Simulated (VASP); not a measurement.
# K2Br (Fm-3m) in VASP: single point with r2SCAN

Aim: the single point of K2Br with r2SCAN.

All numbers are computed with VASP 6.6.1; they aren't measurements. Logs are shortened: lines on timing, memory, paths and dates and some standing lists are left out, and cuts for length are marked.

## 1. The cell of the first run

Symmetry: Fm-3m, No. 225, cubic system. The conventional cell has a = 8.188 Å, b = 8.188 Å, c = 8.188 Å, α = 90.00°, β = 90.00°, γ = 90.00°. K (site symmetry -43m) has 4 Br at 3.55 Å and 6 K at 4.09 Å within 4.7 Å. Br (site symmetry m-3m) has 8 K at 3.55 Å within 4.7 Å.

## 2. Single point, r2SCAN

Contents of POSCAR:

```
K2Br
1.0
    0.0000000000      4.0941251360      4.0941251360
    4.0941251360      0.0000000000      4.0941251360
    4.0941251360      4.0941251360      0.0000000000
K Br
2 1
Direct
    0.2500000000      0.2500000000      0.2500000000
    0.7500000000      0.7500000000      0.7500000000
    0.0000000000      0.0000000000      0.0000000000
```

Contents of INCAR.step1:

```
ALGO = Normal ; EDIFF = 1E-4
ENCUT = 520 ; GGA = PE
ISMEAR = 0 ; LASPH = T
LCHARG = F ; LREAL = F
LWAVE = T ; NBANDS = 20
NELM = 80 ; PREC = Accurate
SIGMA = 0.1
```

Contents of INCAR.step2:

```
ALGO = Normal ; EDIFF = 1E-6
ENCUT = 520 ; ISIF = 2
ISMEAR = 0 ; ISTART = 1
LASPH = T ; LCHARG = T
LELF = T ; LMIXTAU = T
LREAL = F ; LVHAR = T
LWAVE = F ; METAGGA = R2SCAN
NBANDS = 20 ; NELM = 80
PREC = Accurate ; SIGMA = 0.1
```

Contents of KPOINTS:

```
k-points
0
Gamma
  10 10 10
```

Potentials or basis: VASP PAW PBE potentials, release 64 (K_sv, Br).

Launch:

```
$ cat potpaw_PBE.64/K_sv/POTCAR potpaw_PBE.64/Br/POTCAR > POTCAR
$ cp INCAR.step1 INCAR
$ mpirun -np 1 vasp_std > vasp.out
$ cp INCAR.step2 INCAR
$ mpirun -np 1 vasp_std > vasp.out
```

OUTCAR:

```text
EDIFF = 1E-6
   ENCUT = 520
   ISIF = 2
   ISMEAR = 0
   ISTART = 1
   LASPH = T
   LREAL = F
   METAGGA = R2SCAN
   NELM = 80
   PREC = Accurate

 ion  position               nearest neighbor table
   1  0.250  0.250  0.250-
   2  0.750  0.750  0.750-
   3  0.000  0.000  0.000-

  LATTYP: Found a face centered cubic cell.
 ALAT       =     8.1882502720

  Lattice vectors:

 A1 = (   0.0000000000,   4.0941251360,   4.0941251360)
 A2 = (   4.0941251360,   0.0000000000,   4.0941251360)
 A3 = (   4.0941251360,   4.0941251360,   0.0000000000)

Analysis of symmetry for initial positions (statically):
=====================================================================
 Subroutine PRICEL returns:
 Original cell was already a primitive cell.

 Routine SETGRP: Setting up the symmetry group for a
 face centered cubic supercell.

 Subroutine GETGRP returns: Found 48 space group operations
 (whereof 48 operations were pure point group operations)
 out of a pool of 48 trial point group operations.

The static configuration has the point symmetry O_h .

Analysis of symmetry for dynamics (positions and initial velocities):
=====================================================================
 Subroutine PRICEL returns:
 Original cell was already a primitive cell.

 Routine SETGRP: Setting up the symmetry group for a
 face centered cubic supercell.

 Subroutine GETGRP returns: Found 48 space group operations
 (whereof 48 operations were pure point group operations)
 out of a pool of 48 trial point group operations.

The dynamic configuration has the point symmetry O_h .

 Subroutine INISYM returns: Found 48 space group operations
 (whereof 48 operations are pure point group operations),
 and found     1 'primitive' translations

----------------------------------------------------------------------------------------

                                     Primitive cell

  volume of cell :     137.2503

  direct lattice vectors                    reciprocal lattice vectors
     0.000000000  4.094125136  4.094125136    -0.122126213  0.122126213  0.122126213
     4.094125136  0.000000000  4.094125136     0.122126213 -0.122126213  0.122126213
     4.094125136  4.094125136  0.000000000     0.122126213  0.122126213 -0.122126213

  length of vectors
     5.789967293  5.789967293  5.789967293     0.211528807  0.211528807  0.211528807

  position of ions in fractional coordinates (direct lattice)
     0.250000000  0.250000000  0.250000000
     0.750000000  0.750000000  0.750000000
     0.000000000  0.000000000  0.000000000

  ion indices of the primitive-cell ions
   primitive index   ion index
                 1           1
                 2           2
                 3           3

----------------------------------------------------------------------------------------

 KPOINTS: k-points

Automatic generation of k-mesh.
 Grid dimensions read from file:
 generate k-points for:   10   10   10

 Generating k-lattice:

  Cartesian coordinates                     Fractional coordinates (reciprocal lattice)
    -0.012212621  0.012212621  0.012212621     0.100000000  0.000000000  0.000000000
     0.012212621 -0.012212621  0.012212621     0.000000000  0.100000000  0.000000000
     0.012212621  0.012212621 -0.012212621     0.000000000  0.000000000  0.100000000

  Length of vectors
     0.021152881  0.021152881  0.021152881

  Shift w.r.t. Gamma in fractional coordinates (k-lattice)
     0.000000000  0.000000000  0.000000000

 Subroutine IBZKPT returns following result:
 ===========================================

 Found     47 irreducible k-points:

 Following reciprocal coordinates:
            Coordinates               Weight
  0.000000  0.000000  0.000000      1.000000
  0.100000  0.000000  0.000000      8.000000
  0.200000  0.000000  0.000000      8.000000
  0.300000  0.000000  0.000000      8.000000
  0.400000  0.000000  0.000000      8.000000
  0.500000  0.000000  0.000000      4.000000
[... 16 lines left out ...]
  0.300000  0.300000  0.000000      6.000000
  0.400000  0.300000  0.000000     24.000000
 [... further k-points ...]
   k-points           NKPTS =     47   k-points in BZ     NKDIM =     47   number of bands    NBANDS=     20
   number of dos      NEDOS =    301   number of ions     NIONS =      3
   total plane-waves  NPLWV = 110592
   dimension x,y,z NGX =    48 NGY =   48 NGZ =   48
   dimension x,y,z NGXF=    96 NGYF=   96 NGZF=   96
   ions per type =               2   1
   NGX,Y,Z   is equivalent  to a cutoff of  13.78, 13.78, 13.78 a.u.
   NGXF,Y,Z  is equivalent  to a cutoff of  27.56, 27.56, 27.56 a.u.
 SYSTEM =  unknown system
   PREC   = accura    normal or accurate (medium, high low for compatibility)
   ISTART =      1    job   : 0-new  1-cont  2-samecut
   ICHARG =      0    charge: 1-file 2-atom 10-const
   ISPIN  =      1    spin polarized calculation?
   LNONCOLLINEAR =      F non collinear calculations
   LSORBIT =      F    spin-orbit coupling
   LASPH  =      T    aspherical Exc in radial PAW
   ENCUT  =  520.0 eV  38.22 Ry    6.18 a.u.  10.77 10.77 10.77*2*pi/ulx,y,z
   NELM   =     80;   NELMIN=  2; NELMDL=  0     # of ELM steps
   EDIFF  = 0.1E-05   stopping-criterion for ELM
   LREAL  =      F    real-space projection
   EDIFFG = 0.1E-04   stopping-criterion for IOM
   NSW    =      0    number of steps for IOM
   IBRION =     -1    ionic relax: 0-MD 1-quasi-New 2-CG
   NFREE  =      0    steps in history (QN), initial steepest desc. (CG)
   ISIF   =      2    stress and relaxation
   ISYM   =      2    0-nonsym 1-usesym 2-fastsym
   POTIM  = 0.5000    time-step for ionic-motion
   TEBEG  =    0.0;   TEEND  =   0.0 temperature during run
   PSTRESS=    0.0 pullay stress
   NELECT =      25.0000    total number of electrons
   NUPDOWN=      -1.0000    fix difference up-down
   EMIN   =  10.00;   EMAX   =-10.00  energy-range for DOS
   EFERMI =   0.00;   METHOD = LEGACY
   ISMEAR =     0;   SIGMA  =   0.10  broadening in eV -4-tet -1-fermi 0-gaus
   EFERMI_NEDOS =   21; number of points for ismear=-14 and -15
   IALGO  =     38    algorithm
   IMIX   =      4    mixing-type and parameters
     AMIX     =   0.40;   BMIX     =  1.00
     AMIX_MAG =   1.60;   BMIX_MAG =  1.00
  volume/ion in A,a.u.               =      45.75       308.74
  Fermi-wavevector in a.u.,A,eV,Ry     =   0.928005  1.753675 11.717250  0.861194
  Thomas-Fermi vector in A             =   2.054136
   LORBIT       =      0    0 simple, 1 ext, 2 COOP (PROOUT), +10 PAW based schemes
   METAGGA = R2SCAN    functional components
   LHFCALC =     F    Hartree Fock is set to
   AEXX    =    0.0000 exact exchange contribution
   IVDW    =     0    specifies the selected vdW correction
   LEPSILON=     F    determine dielectric tensor
   LRPA    =     F    only Hartree local field effects (RPA)
 non-spin polarized calculation
 Gauss-broadening in eV      SIGMA  =   0.10
  energy-cutoff  :      520.00
  volume of cell :      137.25
 maximum number of plane-waves:      3716
 NGX is ok and might be reduce to    48
   NGX = 21   NGY = 21   NGZ = 21

 number of electron      25.0000002 magnetization

 Free energy of the ion-electron system (eV)
  ---------------------------------------------------
  ext. energy  EPLUGINS =         0.00000000
  ---------------------------------------------------
  free energy    TOTEN  =       -28.54174996 eV

  energy without entropy =      -28.52669877  energy(sigma->0) =      -28.53422436

 E-fermi :   1.8546     XC(G=0):  -6.9993

 val. band max:        1.8514930385   @ k =   0.5000   0.3000   0.1000
 cond. band min:       1.8586145805   @ k =  -0.4000   0.5000   0.1000
 fundamental gap:      0.0071215420
 Fermi energy:         1.8545698460

 k-point     1 :       0.0000    0.0000    0.0000
  band No.  band energies     occupation
      1     -32.4402      2.00000
      2     -32.4175      2.00000
      3     -15.6432      2.00000
      4     -15.1899      2.00000
      5     -15.1899      2.00000
      6     -15.1899      2.00000
[... 12 lines left out ...]
     19       5.8992      0.00000
     20       5.8992      0.00000

 k-point     2 :       0.1000    0.0000    0.0000
  band No.  band energies     occupation
      1     -32.4396      2.00000
      2     -32.4180      2.00000
      3     -15.6561      2.00000
      4     -15.1882      2.00000
      5     -15.1878      2.00000
      6     -15.1878      2.00000
[... 12 lines left out ...]
     19       5.7455      0.00000
     20       5.8756      0.00000

 k-point     3 :       0.2000    0.0000    0.0000
  band No.  band energies     occupation
      1     -32.4379      2.00000
      2     -32.4196      2.00000
      3     -15.6880      2.00000
      4     -15.1816      2.00000
      5     -15.1816      2.00000
      6     -15.1805      2.00000
[... 12 lines left out ...]
     19       5.6567      0.00000
     20       5.8283      0.00000

 k-point     4 :       0.3000    0.0000    0.0000
  band No.  band energies     occupation
      1     -32.4353      2.00000
      2     -32.4220      2.00000
      3     -15.7242      2.00000
      4     -15.1718      2.00000
      5     -15.1718      2.00000
      6     -15.1675      2.00000
[... 12 lines left out ...]
     19       5.7843      0.00000
     20       5.9078      0.00000

 k-point     5 :       0.4000    0.0000    0.0000
  band No.  band energies     occupation
      1     -32.4321      2.00000
      2     -32.4251      2.00000
      3     -15.7514      2.00000
      4     -15.1592      2.00000
      5     -15.1592      2.00000
      6     -15.1551      2.00000
[... 12 lines left out ...]
     19       5.8164      0.00000
     20       6.0021      0.00000
[... 353 lines left out ...]
      6     -15.1421      2.00000
[... 12 lines left out ...]
     19       6.1879      0.00000
     20       6.4771      0.00000

 k-point    22 :      -0.2000    0.2000    0.0000
  band No.  band energies     occupation
      1     -32.4348      2.00000
      2     -32.4225      2.00000
      3     -15.7381      2.00000
      4     -15.1936      2.00000
      5     -15.1576      2.00000
      6     -15.1526      2.00000
[... 12 lines left out ...]
     19       5.9157      0.00000
     20       6.3092      0.00000

 k-point    23 :       0.3000    0.3000    0.0000
  band No.  band energies     occupation
      1     -32.4350      2.00000
      2     -32.4222      2.00000
      3     -15.7537      2.00000
      4     -15.2040      2.00000
      5     -15.2040      2.00000
      6     -15.1116      2.00000
[... 12 lines left out ...]
     19       5.5453      0.00000
     20       6.2549      0.00000

 k-point    24 :       0.4000    0.3000    0.0000
  band No.  band energies     occupation
      1     -32.4335      2.00000
      2     -32.4236      2.00000
      3     -15.7762      2.00000
      4     -15.2043      2.00000
      5     -15.2042      2.00000
      6     -15.0955      2.00000
[... 12 lines left out ...]
     19       5.7094      0.00000
     20       6.3667      0.00000

 [... further k-points ...]

------------------------ aborting loop because EDIFF is reached ----------------------------------------

  FORCE on cell =-STRESS in cart. coord.  units (eV):
  Direction    XX          YY          ZZ          XY          YZ          ZX
  --------------------------------------------------------------------------------------
  -------------------------------------------------------------------------------------
  Total        0.0005392      0.0005392      0.0005392      0.0000000      0.0000000     -0.0000000
  in kB        0.0062942      0.0062942      0.0062942      0.0000000      0.0000000     -0.0000000
  external PRESSURE =       0.0062942 kB  Pullay stress =       0.0000000 kB

 VOLUME and BASIS-vectors are now :
 -----------------------------------------------------------------------------
  energy-cutoff  :      520.00
  volume of cell :      137.25
      direct lattice vectors                 reciprocal lattice vectors
     0.000000000  4.094125136  4.094125136    -0.122126213  0.122126213  0.122126213
     4.094125136  0.000000000  4.094125136     0.122126213 -0.122126213  0.122126213
     4.094125136  4.094125136  0.000000000     0.122126213  0.122126213 -0.122126213

 POSITION                                       TOTAL-FORCE (eV/Angst)
 -----------------------------------------------------------------------------------
      2.04706      2.04706      2.04706        -0.000000     -0.000000     -0.000000
      6.14119      6.14119      6.14119         0.000000      0.000000      0.000000
      0.00000      0.00000      0.00000        -0.000000      0.000000     -0.000000
 -----------------------------------------------------------------------------------
    total drift:                               -0.000000     -0.000000      0.000000

  FREE ENERGIE OF THE ION-ELECTRON SYSTEM (eV)
  ---------------------------------------------------
  free  energy   TOTEN  =       -28.5417499564 eV

  energy  without entropy=      -28.5266987705  energy(sigma->0) =      -28.53422436
```

Wall time 31 min (1 thread of AMD EPYC, shared host); peak memory 0.4 GiB.

What came out:

```
Free energy            : -28.5417 eV
Pressure               : 0.0 GPa
Band gap on the k mesh : zero (an odd number of electrons rules out a gap without spin polarisation)
```

Caveat: the PAW data sets were made with another functional, which shifts forces and pressure a little; an odd number of electrons without spin polarisation forces a metal; a magnetic or distorted state may lie lower.
